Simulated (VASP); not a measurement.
# Sn2F (Pnnm) in VASP: notebook, part 2 of 2

VASP 6.6.1.

## 3. Single point, PBE

This run uses another cell than the first one, of 21.78 Å³/atom.

Contents of INCAR:

```
SYSTEM = Sn2F
PREC     = Accurate       ! precision mode
ENCUT    = 520            ! plane-wave cutoff, eV
EDIFF    = 1E-6           ! SCF threshold, eV
ISMEAR   = 0              ! smearing method
SIGMA    = 0.1            ! smearing width, eV
LREAL    = .False.        ! projectors in reciprocal space
LASPH    = .True.         ! aspherical terms in the spheres
NELM     = 100            ! most SCF steps
ALGO     = Fast           ! electronic algorithm
ISIF     = 2              ! what is computed and relaxed
LWAVE    = .False.        ! write WAVECAR
LCHARG   = .False.        ! write CHGCAR
GGA      = PE             ! functional
NBANDS   = 44             ! bands
```

Contents of KPOINTS:

```
regular mesh
0
Gamma
  4 4 6
  0 0 0
```

Contents of POSCAR:

```
Sn2F
1.0
    5.7330303459      0.0000000000      0.0000000000
    0.0000000000      5.9075937699      0.0000000000
    0.0000000000      0.0000000000      3.8587704252
Sn F
4 2
Direct
    0.2250000000      0.8250000000      0.5000000000
    0.7250000000      0.6750000000      0.0000000000
    0.7750000000      0.1750000000      0.5000000000
    0.2750000000      0.3250000000      0.0000000000
    0.5000000000      0.5000000000      0.5000000000
    0.0000000000      0.0000000000      0.0000000000
```

Potentials or basis: VASP PAW PBE potentials, release 64 (Sn_d, F).

The run is started by

```sh
> cat potpaw_PBE.64/Sn_d/POTCAR potpaw_PBE.64/F/POTCAR > POTCAR
> mpirun -np 1 vasp_std > vasp.out
```

OUTCAR:

```text
SYSTEM = Sn2F
   PREC = Accurate
   ENCUT = 520
   EDIFF = 1E-6
   ISMEAR = 0
   LREAL = .False.
   LASPH = .True.
   NELM = 100
   ISIF = 2
   GGA = PE

 ion  position               nearest neighbor table
   1  0.225  0.825  0.500-   5 2.48   6 2.54   6 2.54   3 3.31   4 3.54   4 3.54   4 3.54   4 3.54
                             2 3.57   2 3.57   2 3.57   2 3.57
   2  0.725  0.675  0.000-   6 2.48   5 2.54   5 2.54   4 3.31   3 3.54   3 3.54   3 3.54   3 3.54
                             1 3.57   1 3.57   1 3.57   1 3.57
   3  0.775  0.175  0.500-   5 2.48   6 2.54   6 2.54   1 3.31   2 3.54   2 3.54   2 3.54   2 3.54
                             4 3.57   4 3.57   4 3.57   4 3.57
   4  0.275  0.325  0.000-   6 2.48   5 2.54   5 2.54   2 3.31   1 3.54   1 3.54   1 3.54   1 3.54
                             3 3.57   3 3.57   3 3.57   3 3.57
   5  0.500  0.500  0.500-   1 2.48   3 2.48   2 2.54   4 2.54   2 2.54   4 2.54
   6  0.000  0.000  0.000-   2 2.48   4 2.48   3 2.54   1 2.54   1 2.54   3 2.54

  LATTYP: Found a simple orthorhombic cell.
 ALAT       =     3.8587704252
 B/A-ratio  =     1.4857142857
 C/A-ratio  =     1.5309523809

  Lattice vectors:

 A1 = (   0.0000000000,   0.0000000000,   3.8587704252)
 A2 = (   5.7330303459,   0.0000000000,   0.0000000000)
 A3 = (   0.0000000000,   5.9075937699,   0.0000000000)

Analysis of symmetry for initial positions (statically):
=====================================================================
 Subroutine PRICEL returns:
 Original cell was already a primitive cell.

 Routine SETGRP: Setting up the symmetry group for a
 simple orthorhombic supercell.

 Subroutine GETGRP returns: Found  8 space group operations
 (whereof  4 operations were pure point group operations)
 out of a pool of  8 trial point group operations.

The static configuration has the point symmetry C_2h.
 The point group associated with its full space group is D_2h.

Analysis of symmetry for dynamics (positions and initial velocities):
=====================================================================
 Subroutine PRICEL returns:
 Original cell was already a primitive cell.

 Routine SETGRP: Setting up the symmetry group for a
 simple orthorhombic supercell.

 Subroutine GETGRP returns: Found  8 space group operations
 (whereof  4 operations were pure point group operations)
 out of a pool of  8 trial point group operations.

The dynamic configuration has the point symmetry C_2h.
 The point group associated with its full space group is D_2h.

 Subroutine INISYM returns: Found  8 space group operations
 (whereof  4 operations are pure point group operations),
 and found     1 'primitive' translations

----------------------------------------------------------------------------------------

                                     Primitive cell

  volume of cell :     130.6904

  direct lattice vectors                    reciprocal lattice vectors
     5.733030346  0.000000000  0.000000000     0.174427823  0.000000000  0.000000000
     0.000000000  5.907593770  0.000000000     0.000000000  0.169273657  0.000000000
     0.000000000  0.000000000  3.858770425     0.000000000  0.000000000  0.259149908

  length of vectors
     5.733030346  5.907593770  3.858770425     0.174427823  0.169273657  0.259149908

  position of ions in fractional coordinates (direct lattice)
     0.225000000  0.825000000  0.500000000
     0.725000000  0.675000000  0.000000000
     0.775000000  0.175000000  0.500000000
     0.275000000  0.325000000  0.000000000
     0.500000000  0.500000000  0.500000000
[... 65 lines left out ...]
   number of dos      NEDOS =    301   number of ions     NIONS =      6
   total plane-waves  NPLWV =  69120
   dimension x,y,z NGX =    48 NGY =   48 NGZ =   30
   dimension x,y,z NGXF=    96 NGYF=   96 NGZF=   60
   ions per type =               4   2
   NGX,Y,Z   is equivalent  to a cutoff of  13.92, 13.51, 12.92 a.u.
   NGXF,Y,Z  is equivalent  to a cutoff of  27.84, 27.02, 25.85 a.u.
 SYSTEM =  Sn2F
   PREC   = accura    normal or accurate (medium, high low for compatibility)
   ISTART =      0    job   : 0-new  1-cont  2-samecut
   ICHARG =      2    charge: 1-file 2-atom 10-const
   ISPIN  =      1    spin polarized calculation?
   LNONCOLLINEAR =      F non collinear calculations
   LSORBIT =      F    spin-orbit coupling
   LASPH  =      T    aspherical Exc in radial PAW
   ENCUT  =  520.0 eV  38.22 Ry    6.18 a.u.  10.66 10.98  7.17*2*pi/ulx,y,z
   NELM   =    100;   NELMIN=  2; NELMDL= -5     # of ELM steps
   EDIFF  = 0.1E-05   stopping-criterion for ELM
   LREAL  =      F    real-space projection
   EDIFFG = 0.1E-04   stopping-criterion for IOM
   NSW    =      0    number of steps for IOM
   IBRION =     -1    ionic relax: 0-MD 1-quasi-New 2-CG
   NFREE  =      0    steps in history (QN), initial steepest desc. (CG)
   ISIF   =      2    stress and relaxation
   ISYM   =      2    0-nonsym 1-usesym 2-fastsym
   POTIM  = 0.5000    time-step for ionic-motion
   TEBEG  =    0.0;   TEEND  =   0.0 temperature during run
   PSTRESS=    0.0 pullay stress
   NELECT =      70.0000    total number of electrons
   NUPDOWN=      -1.0000    fix difference up-down
   EMIN   =  10.00;   EMAX   =-10.00  energy-range for DOS
   EFERMI =   0.00;   METHOD = LEGACY
   ISMEAR =     0;   SIGMA  =   0.10  broadening in eV -4-tet -1-fermi 0-gaus
   EFERMI_NEDOS =   21; number of points for ismear=-14 and -15
   IALGO  =     68    algorithm
   IMIX   =      4    mixing-type and parameters
     AMIX     =   0.40;   BMIX     =  1.00
     AMIX_MAG =   1.60;   BMIX_MAG =  1.00
  volume/ion in A,a.u.               =      21.78       146.99
  Fermi-wavevector in a.u.,A,eV,Ry     =   1.329514  2.512417 24.049759  1.767607
  Thomas-Fermi vector in A             =   2.458671
   LORBIT       =      0    0 simple, 1 ext, 2 COOP (PROOUT), +10 PAW based schemes
   GGA     = PE    functional components
   LHFCALC =     F    Hartree Fock is set to
   AEXX    =    0.0000 exact exchange contribution
   IVDW    =     0    specifies the selected vdW correction
   LEPSILON=     F    determine dielectric tensor
   LRPA    =     F    only Hartree local field effects (RPA)
 non-spin polarized calculation
 RMM-DIIS sequential band-by-band and
 Gauss-broadening in eV      SIGMA  =   0.10
  energy-cutoff  :      520.00
  volume of cell :      130.69
 maximum number of plane-waves:      3544
 NGX is ok and might be reduce to    48
   NGX = 21   NGY = 21   NGZ = 15

 number of electron      69.9999989 magnetization

 Free energy of the ion-electron system (eV)
  ---------------------------------------------------
  ext. energy  EPLUGINS =         0.00000000
  ---------------------------------------------------
  free energy    TOTEN  =       -22.57078395 eV

  energy without entropy =      -22.55107727  energy(sigma->0) =      -22.56093061

 E-fermi :   7.2078     XC(G=0): -10.1834

 val. band max:        7.2019032657   @ k =   0.5000   0.0000   0.5000
 cond. band min:       7.2152976164   @ k =   0.2500   0.2500   0.1667
 fundamental gap:      0.0133943507
 Fermi energy:         7.2077891010

 k-point     1 :       0.0000    0.0000    0.0000
  band No.  band energies     occupation
      1     -17.7047      2.00000
      2     -17.6404      2.00000
      3     -14.7107      2.00000
      4     -14.6595      2.00000
      5     -14.6502      2.00000
      6     -14.6464      2.00000
[... 1117 lines left out ...]
     43      11.6433      0.00000
     44      11.6433      0.00000

 [... further k-points ...]

------------------------ aborting loop because EDIFF is reached ----------------------------------------

  FORCE on cell =-STRESS in cart. coord.  units (eV):
  Direction    XX          YY          ZZ          XY          YZ          ZX
  --------------------------------------------------------------------------------------
  -------------------------------------------------------------------------------------
  Total        3.8199101      4.6811955      4.5638471      0.0000000      0.0000000      0.0000000
  in kB       46.8295433     57.3883258     55.9497131      0.0000000      0.0000000      0.0000000
  external PRESSURE =      53.3891940 kB  Pullay stress =       0.0000000 kB

 VOLUME and BASIS-vectors are now :
 -----------------------------------------------------------------------------
  energy-cutoff  :      520.00
  volume of cell :      130.69
      direct lattice vectors                 reciprocal lattice vectors
     5.733030346  0.000000000  0.000000000     0.174427823  0.000000000  0.000000000
     0.000000000  5.907593770  0.000000000     0.000000000  0.169273657  0.000000000
     0.000000000  0.000000000  3.858770425     0.000000000  0.000000000  0.259149908

 POSITION                                       TOTAL-FORCE (eV/Angst)
 -----------------------------------------------------------------------------------
      1.28993      4.87376      1.92939         0.400087     -0.134395      0.000000
      4.15645      3.98763      0.00000         0.400087      0.134395      0.000000
      4.44310      1.03383      1.92939        -0.400087      0.134395      0.000000
      1.57658      1.91997      0.00000        -0.400087     -0.134395      0.000000
      2.86652      2.95380      1.92939         0.000000      0.000000      0.000000
      0.00000      0.00000      0.00000         0.000000      0.000000      0.000000
 -----------------------------------------------------------------------------------
    total drift:                               -0.000000      0.000000      0.000000

  FREE ENERGIE OF THE ION-ELECTRON SYSTEM (eV)
  ---------------------------------------------------
  free  energy   TOTEN  =       -22.5707839528 eV

  energy  without entropy=      -22.5510772670  energy(sigma->0) =      -22.56093061
```

Run time: 6.7 min. Hardware: 1 thread of Oxide Virtual Turin-like, shared host; peak memory 0.3 GiB.

Results:

- Free energy: -22.5708 eV
- Pressure: 5.3 GPa
- Largest force: 0.422 eV/Å
- Band gap on the k mesh: zero (bands 35 and 36 overlap by 2.94 eV)

Forces in eV/Å, atoms in the order of the input:
```
Sn   0.400 -0.134  0.000
Sn   0.400  0.134  0.000
Sn  -0.400  0.134  0.000
Sn  -0.400 -0.134  0.000
F    0.000  0.000  0.000
F    0.000  0.000  0.000
```

Levels at points of the mesh, in eV from the Fermi level:
| k point | band 32 | band 33 | band 34 | band 35 | band 36 | band 37 | band 38 | band 39 |
| --- | --- | --- | --- | --- | --- | --- | --- | --- |
| (0.00, 0.00, 0.00) | -3.44 | -3.43 | -1.59 | 0.34 | 0.90 | 1.40 | 1.75 | 3.17 |
| (0.50, 0.00, 0.00) | -3.98 | -2.01 | -2.01 | 1.31 | 1.31 | 2.22 | 2.22 | 3.74 |
| (0.00, 0.50, 0.00) | -3.73 | -1.82 | -1.82 | 0.82 | 0.82 | 2.30 | 2.30 | 3.22 |
| (0.50, 0.50, 0.00) | -4.22 | 0.63 | 0.63 | 0.88 | 0.88 | 1.77 | 1.77 | 2.43 |
| (0.00, 0.00, 0.50) | -4.10 | -1.08 | -1.08 | -0.66 | -0.66 | 0.64 | 0.64 | 1.20 |
| (0.50, 0.00, 0.50) | -3.52 | -1.94 | -1.94 | -0.01 | -0.01 | 1.11 | 1.11 | 1.29 |
| (0.00, 0.50, 0.50) | -3.83 | -2.22 | -2.22 | 0.05 | 0.05 | 0.80 | 0.80 | 1.97 |
| (0.50, 0.50, 0.50) | -4.12 | -2.50 | -2.50 | -1.64 | -1.64 | 2.77 | 2.77 | 3.63 |

Caveat: the cell stands under pressure; spin-orbit coupling is left out, which moves the levels of the heavy elements.

The gap in the log of VASP goes by the Fermi energy; the results here count the filled bands.